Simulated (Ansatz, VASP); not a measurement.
## Ga: VASP beside Ansatz

File INCAR:

```
ALGO = Normal
EDIFF = 1E-8
ENCUT = 520
GGA = PS
ISIF = 2
ISMEAR = -1
LASPH = T
LCHARG = F
LEFG = T
LREAL = F
LWAVE = F
NBANDS = 34
NELM = 60
PREC = Accurate
SIGMA = 0.05
```

Contents of KPOINTS:

```
k-points
0
Gamma
  9 9 8
```

The input POSCAR:

```
Ga
1.0
    2.2478069671     -3.8096159580      0.0000000000
    2.2478069671      3.8096159580      0.0000000000
    0.0000000000      0.0000000000      4.5015938671
Ga
4
Direct
    0.1525000000      0.8475000000      0.0785000000
    0.6525000000      0.3475000000      0.4215000000
    0.8475000000      0.1525000000      0.9215000000
    0.3475000000      0.6525000000      0.5785000000
```

Input for Ansatz:

```yaml
crystal:
  lattice:
    - [2.2478069671, -3.809615958, 0.0]
    - [2.2478069671, 3.809615958, 0.0]
    - [0.0, 0.0, 4.5015938671]
  atoms:
    - { symbol: Ga, position: [0.1525, 0.8475, 0.0785] }
    - { symbol: Ga, position: [0.6525, 0.3475, 0.4215] }
    - { symbol: Ga, position: [0.8475, 0.1525, 0.9215] }
    - { symbol: Ga, position: [0.3475, 0.6525, 0.5785] }
kpoints:
  mp_grid: { grid: [9, 9, 8] }
scf:
  occupations: { method: fermi_dirac, width: 0.05 }
hamiltonian:
  xc: pbesol
  pseudopotentials: { kind: all_electron, datasets: crystal }
output:
  forces: true
  stress: true
  eigenvalues: true
  efg: { contact_densities: true }
```

Change from the starting cell: volume scaled by 0.99, crystal datasets.

Alike in both runs: task electric field gradients; functional PBEsol; k mesh 9 × 9 × 8; occupations fermi-dirac, width 0.05 eV; no spin polarisation.

|  | VASP | Ansatz |
| --- | --- | --- |
| version | VASP 6.6.1 | Ansatz 0.2.0 |
| potentials or method | VASP PAW PBE potentials, release 64 (Ga_d), cutoff 520 eV | all-electron PAW with datasets made for the crystal, scalar-relativistic |

Ansatz gave:

- pressure (GPa): -0.6
- traceless stress, the component that is largest in VASP (GPa): 1.56
- rms of the force components (eV/Å): 0.257
- size of Vzz on the site where it differs most (V/Å²): 54.4

**Question.** Estimate VASP's values.

**Answer.** Pressure (GPa): -0.6; traceless stress, the component that is largest in VASP (GPa): 1.56; rms of the force components (eV/Å): 0.255; size of Vzz on the site where it differs most (V/Å²): 52.2.

VASP's potentials were made for PBE, not for PBEsol. Atom by atom the forces differ by 0.002 eV/Å (rms over components). Ansatz ran all-electron here, and VASP with PAW potentials.
